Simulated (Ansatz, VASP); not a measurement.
## One calculation of SnO2, two programs

```
Sn O
1.0
    -2.00007    2.00007    5.12368
     2.00007   -2.00007    5.12368
     2.00007    2.00007   -5.12368
Sn O
2 4
Direct
  0.75000 0.25000 0.50000
  0.00000 0.00000 0.00000
  0.79652 0.79652 0.00000
  0.95348 0.45348 0.50000
  0.20348 0.20348 0.00000
  0.54652 0.04652 0.50000
```

Alike in both runs: task relaxation of cell and atoms; functional PBEsol; k mesh 8 × 8 × 8; no spin polarisation.

|  | VASP | Ansatz |
| --- | --- | --- |
| version | VASP 6.6.1 | Ansatz 0.2.0 |
| potentials or method | VASP PAW PBE potentials, release 64 (Sn_d, O), cutoff 600 eV | plane waves, PAW |
| occupations | gaussian, width 0.01 eV | fixed |
| valence electrons in the cell | 52 | 52 |

|  | VASP | Ansatz | Ansatz less VASP |
| --- | --- | --- | --- |
| relaxed volume (Å³/atom) | 13.77 | 13.74 | -0.028 |
| relaxed cell length with the largest relative difference (Å) | 5.858 | 5.856 | -0.0017 |

VASP's potentials were made for PBE, not for PBEsol.
